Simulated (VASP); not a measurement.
The system is CaSe.

```
CELL_PARAMETERS angstrom
0.00000 2.87732 2.99793
2.87732 0.00000 2.99793
2.87732 2.87732 0.00000
ATOMIC_POSITIONS crystal
Ca 0.00000 0.00000 0.00000
Se 0.50000 0.50000 0.50000
```

This cell differs from its parent crystal: epitaxial xy strain -3.0%.

Base run:

```yaml
Program: VASP 6.6.1
Functional: r2SCAN
Potentials_or_basis: VASP PAW PBE potentials, release 64 (Ca_sv, Se)
Cutoff: 520 eV
k_mesh: 8 × 8 × 8
Occupations: gaussian, width 0.01 eV
Spin: no spin polarisation
```

Its results: band gap on the k mesh 2.37 eV (least direct gap 3.28 eV); pressure 3.5 GPa.

Q: The run is repeated on the same cell with these changes: functional from r2SCAN to PBE; occupations from gaussian, width 0.01 eV to fermi-dirac, width 0.02 eV. What comes out?

A: Band gap on the k mesh 1.90 eV (least direct gap 2.80 eV); pressure 3.9 GPa.

Caveats: the cell stands under pressure; the PAW data sets were made with another functional, which shifts forces and pressure a little (at least some runs).

A k mesh can miss the band edges.
